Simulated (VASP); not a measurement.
Se, 1 atom in the cell. It takes space group Pm-3m (No. 221, cubic). Conventional cell: a = 2.435 Å, b = 2.435 Å, c = 2.435 Å, α = 90.00°, β = 90.00°, γ = 90.00°. Within 3.2 Å of Se (site symmetry m-3m) lie 6 Se at 2.44 Å.  This cell differs from its parent crystal: volume scaled by 0.68.

| Property | Result |
| --- | --- |
| Program | VASP 6.6.1 |
| Task | single point |
| Functional | LDA |
| Potentials or basis | VASP PAW LDA potentials, release 64 (Se) |
| Cutoff | 520 eV |
| k mesh | 13 × 13 × 13 |
| Occupations | fermi-dirac, width 0.08 eV |
| Spin | no spin polarisation |
| Dipole correction | no |
| Further INCAR settings | ALGO = Normal; EDIFF = 1e-06; NBANDS = 9 |

Potentials or basis: VASP PAW LDA potentials, release 64 (Se).

Run with:

```sh
$ cat potpaw_LDA.64/Se/POTCAR > POTCAR
$ mpirun -np 1 vasp_std > vasp.out
```

Hardware: 1 thread of Intel(R) Xeon(R) 6975P-C (Granite Rapids), with other jobs on the host.

Q: Estimate the wall time of this run.

A: It took 4.7 s on 1 thread of Intel(R) Xeon(R) 6975P-C (Granite Rapids), with other jobs on the host, peak memory 0.12 GiB. Counts: scf iterations 10, k points 84.
